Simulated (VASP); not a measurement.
# SiNi (Pnma) in VASP: notebook, part 2 of 2

VASP 6.6.1. The steps go on from the part before.

### Step 3. Single point, LDA

This run uses another cell than the first one, of 11.52 Å³/atom.

INCAR

```
SYSTEM = SiNi
ALGO     = Normal         ! electronic algorithm
EDIFF    = 1E-6           ! SCF threshold, eV
ENCUT    = 520            ! plane-wave cutoff, eV
ISIF     = 2              ! what is computed and relaxed
ISMEAR   = 0              ! smearing method
LASPH    = .True.         ! aspherical terms in the spheres
LCHARG   = .False.        ! write CHGCAR
LREAL    = .False.        ! projectors in reciprocal space
LWAVE    = .False.        ! write WAVECAR
NBANDS   = 38             ! bands
NELM     = 60             ! most SCF steps
PREC     = Accurate       ! precision mode
SIGMA    = 0.1            ! smearing width, eV
```

KPOINTS

```
k-points
0
Gamma
  8 10 6
  0 0 0
```

POSCAR

```
SiNi
1.0
    5.0459162496      0.0000000000      0.0000000000
    0.0000000000      3.3323195554      0.0000000000
    0.0000000000      0.0000000000      5.4803171502
Si Ni
4 4
Direct
    0.3203126961      0.7500000000      0.0867813542
    0.1796873039      0.2500000000      0.5867813542
    0.8203126961      0.7500000000      0.4132186458
    0.6796873039      0.2500000000      0.9132186458
    0.0091892242      0.2500000000      0.1878230187
    0.4908107758      0.7500000000      0.6878230187
    0.5091892242      0.2500000000      0.3121769813
    0.9908107758      0.7500000000      0.8121769813
```

Potentials or basis: VASP PAW LDA potentials, release 64 (Si, Ni).

Started as:

```bash
$ cat potpaw_LDA.64/Si/POTCAR potpaw_LDA.64/Ni/POTCAR > POTCAR
$ mpirun -np 1 vasp_std > vasp.out
```

OUTCAR:

```text
SYSTEM = SiNi
   EDIFF = 1E-6
   ENCUT = 520
   ISIF = 2
   ISMEAR = 0
   LASPH = .True.
   LREAL = .False.
   NELM = 60
   PREC = Accurate

 ion  position               nearest neighbor table
   1  0.320  0.750  0.087-   8 2.24   7 2.28   7 2.28   6 2.35   5 2.36   5 2.36   4 2.64   4 2.64
                             3 3.09   3 3.09
   2  0.180  0.250  0.587-   7 2.24   8 2.28   8 2.28   5 2.35   6 2.36   6 2.36   3 2.64   3 2.64
                             4 3.09   4 3.09
   3  0.820  0.750  0.413-   6 2.24   5 2.28   5 2.28   8 2.35   7 2.36   7 2.36   2 2.64   2 2.64
                             1 3.09   1 3.09
   4  0.680  0.250  0.913-   5 2.24   6 2.28   6 2.28   7 2.35   8 2.36   8 2.36   1 2.64   1 2.64
                             2 3.09   2 3.09
   5  0.009  0.250  0.188-   4 2.24   3 2.28   3 2.28   2 2.35   1 2.36   1 2.36   7 2.61   7 2.61
                             8 2.65   8 2.65
   6  0.491  0.750  0.688-   3 2.24   4 2.28   4 2.28   1 2.35   2 2.36   2 2.36   8 2.61   8 2.61
                             7 2.65   7 2.65
   7  0.509  0.250  0.312-   2 2.24   1 2.28   1 2.28   4 2.35   3 2.36   3 2.36   5 2.61   5 2.61
                             6 2.65   6 2.65
   8  0.991  0.750  0.812-   1 2.24   2 2.28   2 2.28   3 2.35   4 2.36   4 2.36   6 2.61   6 2.61
                             5 2.65   5 2.65

  LATTYP: Found a simple orthorhombic cell.
 ALAT       =     3.3323195554
 B/A-ratio  =     1.5142354044
 C/A-ratio  =     1.6445953214

  Lattice vectors:

 A1 = (   0.0000000000,  -3.3323195554,   0.0000000000)
 A2 = (   5.0459162496,   0.0000000000,   0.0000000000)
 A3 = (   0.0000000000,   0.0000000000,   5.4803171502)

Analysis of symmetry for initial positions (statically):
=====================================================================
 Subroutine PRICEL returns:
 Original cell was already a primitive cell.

 Routine SETGRP: Setting up the symmetry group for a
 simple orthorhombic supercell.

 Subroutine GETGRP returns: Found  8 space group operations
 (whereof  2 operations were pure point group operations)
 out of a pool of  8 trial point group operations.

The static configuration has the point symmetry S_2 .
 The point group associated with its full space group is D_2h.

Analysis of symmetry for dynamics (positions and initial velocities):
[... 154 lines left out ...]
   LRPA    =     F    only Hartree local field effects (RPA)
 non-spin polarized calculation
 Gauss-broadening in eV      SIGMA  =   0.10
  energy-cutoff  :      520.00
  volume of cell :       92.15
 maximum number of plane-waves:      2506
 NGX is ok and might be reduce to    40
   NGX = 19   NGY = 13   NGZ = 21

 number of electron      56.0000007 magnetization

 Free energy of the ion-electron system (eV)
  ---------------------------------------------------
  ext. energy  EPLUGINS =         0.00000000
  ---------------------------------------------------
  free energy    TOTEN  =       -55.07632171 eV

  energy without entropy =      -55.06908928  energy(sigma->0) =      -55.07270550

 E-fermi :  11.0329     XC(G=0): -12.6572

 val. band max:       11.0122081068   @ k =   0.0000   0.5000   0.3333
 cond. band min:      11.0617145873   @ k =   0.1250   0.4000   0.0000
 fundamental gap:      0.0495064805
 Fermi energy:        11.0329072106

 k-point     1 :       0.0000    0.0000    0.0000
  band No.  band energies     occupation
      1      -2.3221      2.00000
      2       1.2762      2.00000
      3       2.3976      2.00000
      4       3.1175      2.00000
      5       4.2525      2.00000
      6       4.7609      2.00000
[... 973 lines left out ...]
     37      17.2098      0.00000
     38      17.8720      0.00000

 [... further k-points ...]

------------------------ aborting loop because EDIFF is reached ----------------------------------------

  FORCE on cell =-STRESS in cart. coord.  units (eV):
  Direction    XX          YY          ZZ          XY          YZ          ZX
  --------------------------------------------------------------------------------------
  -------------------------------------------------------------------------------------
  Total        0.2169256      0.1360317      0.2138238      0.0000000      0.0000000      0.0000000
  in kB        3.7716298      2.3651488      3.7176990      0.0000000      0.0000000      0.0000000
  external PRESSURE =       3.2848259 kB  Pullay stress =       0.0000000 kB

 VOLUME and BASIS-vectors are now :
 -----------------------------------------------------------------------------
  energy-cutoff  :      520.00
  volume of cell :       92.15
      direct lattice vectors                 reciprocal lattice vectors
     5.045916250  0.000000000  0.000000000     0.198180063  0.000000000  0.000000000
     0.000000000  3.332319555  0.000000000     0.000000000  0.300091268  0.000000000
     0.000000000  0.000000000  5.480317150     0.000000000  0.000000000  0.182471191

 POSITION                                       TOTAL-FORCE (eV/Angst)
 -----------------------------------------------------------------------------------
      1.61627      2.49924      0.47559         0.000772     -0.000000      0.004387
      0.90669      0.83308      3.21575        -0.000772     -0.000000      0.004387
      4.13923      2.49924      2.26457         0.000772     -0.000000     -0.004387
      3.42965      0.83308      5.00473        -0.000772     -0.000000     -0.004387
      0.04637      0.83308      1.02933         0.013911      0.000000     -0.007168
      2.47659      2.49924      3.76949        -0.013911     -0.000000     -0.007168
      2.56933      0.83308      1.71083         0.013911      0.000000      0.007168
      4.99955      2.49924      4.45099        -0.013911     -0.000000      0.007168
 -----------------------------------------------------------------------------------
    total drift:                               -0.000000      0.000000     -0.000000

  FREE ENERGIE OF THE ION-ELECTRON SYSTEM (eV)
  ---------------------------------------------------
  free  energy   TOTEN  =       -55.0763217149 eV

  energy  without entropy=      -55.0690892771  energy(sigma->0) =      -55.07270550
```

OSZICAR:

```text
N       E                     dE             d eps       ncg     rms          rms(c)
DAV:   1     0.371808688226E+03    0.37181E+03   -0.24331E+04  9120   0.177E+03
DAV:   2    -0.285866642384E+02   -0.40040E+03   -0.38367E+03  9126   0.371E+02
DAV:   3    -0.610300626103E+02   -0.32443E+02   -0.31313E+02 10218   0.127E+02
DAV:   4    -0.621348200808E+02   -0.11048E+01   -0.10982E+01 10834   0.215E+01
DAV:   5    -0.621728707357E+02   -0.38051E-01   -0.38040E-01 11218   0.381E+00    0.287E+01
DAV:   6    -0.698090036730E+02   -0.76361E+01   -0.12456E+02 10476   0.169E+02    0.344E+01
DAV:   7    -0.550323174764E+02    0.14777E+02   -0.41813E+01 10634   0.107E+02    0.602E+00
DAV:   8    -0.552243107438E+02   -0.19199E+00   -0.56486E+00 13478   0.172E+01    0.406E+00
DAV:   9    -0.550800135821E+02    0.14430E+00   -0.55881E-01 11004   0.104E+01    0.756E-01
DAV:  10    -0.550780731008E+02    0.19405E-02   -0.26905E-02 10914   0.161E+00    0.456E-01
DAV:  11    -0.550763767291E+02    0.16964E-02   -0.38012E-03 13814   0.743E-01    0.121E-01
DAV:  12    -0.550763552836E+02    0.21445E-04   -0.29999E-04 11176   0.120E-01    0.653E-02
DAV:  13    -0.550763246764E+02    0.30607E-04   -0.43422E-05 14136   0.787E-02    0.303E-02
DAV:  14    -0.550763216652E+02    0.30112E-05   -0.18680E-05 12426   0.224E-02    0.418E-03
DAV:  15    -0.550763217149E+02   -0.49748E-07   -0.93353E-07  5956   0.976E-03
   1 F= -.55076322E+02 E0= -.55072705E+02  d E =-.723244E-02
```

stdout:

```text
POSCAR found type information on POSCAR SiNi
 POSCAR found :  2 types and       8 ions
 scaLAPACK will be used
 LDA part: xc-table for (Slater(with rela. corr.)+CA(PZ))
 , standard interpolation
 POSCAR, INCAR and KPOINTS ok, starting setup
 FFT: planning ... GRIDC
 FFT: planning ... GRID_SOFT
 FFT: planning ... GRID
 WAVECAR not read
 entering main loop
```

It took 7.5 min on 1 thread of Intel Xeon 8259CL, shared host; peak memory 0.4 GiB.

Results:

- Free energy: -55.0763 eV
- Pressure: 0.3 GPa
- Largest force: 0.016 eV/Å
- Band gap on the k mesh: zero (bands 28 and 29 overlap by 1.96 eV)

Forces in eV/Å, atoms in the order of the input:
```
Si   0.001  0.000  0.004
Si  -0.001  0.000  0.004
Si   0.001  0.000 -0.004
Si  -0.001  0.000 -0.004
Ni   0.014  0.000 -0.007
Ni  -0.014  0.000 -0.007
Ni   0.014  0.000  0.007
Ni  -0.014  0.000  0.007
```

Stress tensor (GPa, compression positive):
```
0.38 0.00 0.00
0.00 0.24 0.00
0.00 0.00 0.37
```

Levels at points of the mesh, in eV from the Fermi level:
| k point | band 25 | band 26 | band 27 | band 28 | band 29 | band 30 | band 31 | band 32 |
| --- | --- | --- | --- | --- | --- | --- | --- | --- |
| (0.00, 0.00, 0.00) | -1.86 | -1.32 | -1.20 | -0.97 | 0.71 | 1.47 | 3.45 | 3.87 |
| (0.50, 0.00, 0.00) | -1.97 | -1.97 | 1.03 | 1.03 | 1.15 | 1.15 | 3.83 | 3.83 |
| (0.00, 0.50, 0.00) | -2.06 | -2.06 | -1.50 | -1.50 | -0.62 | -0.62 | 2.13 | 2.13 |
| (0.50, 0.50, 0.00) | -1.81 | -1.81 | -1.81 | -1.81 | 0.53 | 0.53 | 0.53 | 0.53 |
| (0.00, 0.00, 0.50) | -1.45 | -1.45 | -0.19 | -0.19 | 0.88 | 0.88 | 3.48 | 3.48 |
| (0.50, 0.00, 0.50) | -0.97 | -0.97 | 0.88 | 0.88 | 2.40 | 2.40 | 2.70 | 2.70 |
| (0.00, 0.50, 0.50) | -2.14 | -2.14 | -1.80 | -1.80 | 0.21 | 0.21 | 1.46 | 1.46 |
| (0.50, 0.50, 0.50) | -2.03 | -2.03 | -2.03 | -2.03 | 2.72 | 2.72 | 2.72 | 2.72 |

Spin polarisation is off, so any magnetic state and its effect on volume and gap are missing.
